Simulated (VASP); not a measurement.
Input of a VASP 6.6.1 run:

Contents of INCAR:

```
SYSTEM = Fe3Rh
PREC = Accurate ; ENCUT = 520
EDIFF = 1E-6 ; ISMEAR = -1
SIGMA = 0.1 ; LREAL = .False.
LASPH = .True. ; NELM = 150
ALGO = Normal ; ISIF = 2
LWAVE = .False. ; LCHARG = .False.
ISPIN = 2 ; MAGMOM = 3.5 3.5 3.5 0
LORBIT = 11 ; LMAXMIX = 4
NBANDS = 32
```

Contents of KPOINTS:

```
regular mesh
0
Gamma
  8 8 8
  0 0 0
```

The input POSCAR:

```
Fe3Rh
1.0
    4.1442160000      0.0000000000      0.0000000000
    2.0721080000      3.5889963348      0.0000000000
    2.0721080000      1.1963321116      3.3837381946
Fe Rh
3 1
Direct
    0.7500000000      0.7500000000      0.7500000000
    0.2500000000      0.2500000000      0.2500000000
    0.0000000000      0.0000000000      0.0000000000
    0.5000000000      0.5000000000      0.5000000000
```

Potentials or basis: VASP PAW LDA potentials, release 64 (Fe, Rh_pv).

Command:

```sh
$ cat potpaw_LDA.64/Fe/POTCAR potpaw_LDA.64/Rh_pv/POTCAR > POTCAR
$ mpirun -np 1 vasp_std > vasp.out
```

(1) Estimate the net moment.

(2) What does it give for the site moments?

(3) Predict the pressure.

Results:

(1) 8.78 μB per cell.

(2) Fe +2.70, +2.46 (each value once); Rh +0.84 μB.

(3) -15.0 GPa.

Caveat: the cell stands under tension.
